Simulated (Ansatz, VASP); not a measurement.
## One calculation of W2C, two programs

```
CELL_PARAMETERS angstrom
3.07005 0.00000 0.00000
-1.53502 2.65874 0.00000
0.00000 0.00000 4.67843
ATOMIC_POSITIONS crystal
W 0.33333 0.66667 0.74633
W 0.66667 0.33333 0.25367
C 0.00000 0.00000 0.00000
```

Alike in both runs: task single point; functional PBEsol; k mesh 6 × 6 × 4; occupations gaussian, width 0.1 eV; no spin polarisation.

|  | VASP | Ansatz |
| --- | --- | --- |
| version | VASP 6.6.1 | Ansatz 0.2.0 |
| potentials or method | VASP PAW PBE potentials, release 64 (W_sv, C), cutoff 600 eV | scalar-relativistic, plane waves, PAW |
| valence electrons in the cell | 32 | 32 |

|  | VASP | Ansatz | Ansatz less VASP |
| --- | --- | --- | --- |
| gap on the k mesh at the Fermi level (eV) | none | none | - |
| pressure (GPa) | -9.4 | -10.2 | -0.78 |
| traceless stress, the component that is largest in VASP (GPa) | -1.20 | -1.16 | +0.039 |
| rms of the force components (eV/Å) | 0.136 | 0.163 | +0.0274 |

VASP's potentials were made for PBE, not for PBEsol. Atom by atom the forces differ by 0.027 eV/Å (rms over components). A gap of «none» marks a metal or a gap that the smearing closes. With one functional, cell and mesh, what is left measures potentials, basis and numerics.

The k mesh is coarse, so the values compare programs but aren't converged. Spin-orbit coupling is off throughout.
